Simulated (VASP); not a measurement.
Here is a VASP 6.6.1 calculation.

INCAR

```
SYSTEM = MnS
  ALGO = Normal
  EDIFF = 1E-6
  ENCUT = 520
  GGA = PS
  ISIF = 2
  ISMEAR = 0
  ISPIN = 2
  LASPH = .TRUE.
  LCHARG = .FALSE.
  LMAXMIX = 4
  LORBIT = 11
  LREAL = .FALSE.
  LWAVE = .FALSE.
  MAGMOM = 4.04 0
  NBANDS = 20
  NELM = 150
  PREC = Accurate
  SIGMA = 0.1
```

KPOINTS

```
k-points
0
G
  14 14 14
  0 0 0
```

POSCAR

```
MnS
1.0
    0.0000000000      2.4438230835      2.4438230835
    2.4438230835      0.0000000000      2.4438230835
    2.4438230835      2.4438230835      0.0000000000
Mn S
1 1
Direct
    0.0000000000      0.0000000000      0.0000000000
    0.5000000000      0.5000000000      0.5000000000
```

Potentials or basis: VASP PAW PBE potentials, release 64 (Mn_pv, S).

The run is started by

```sh
$ cat potpaw_PBE.64/Mn_pv/POTCAR potpaw_PBE.64/S/POTCAR > POTCAR
$ mpirun -np 1 vasp_std > vasp.out
```

**Question.** What does it give for the net moment?

**Answer.** 3.95 μB per cell.

**Question.** What does it give for the site moments?

**Answer.** Mn +3.67; S +0.05 μB.

**Question.** What does it give for the pressure?

**Answer.** 2.0 GPa.

Caveat: the PAW data sets were made with another functional, which shifts forces and pressure a little; a cell with one magnetic atom can't hold antiferromagnetic order, which such compounds often take.
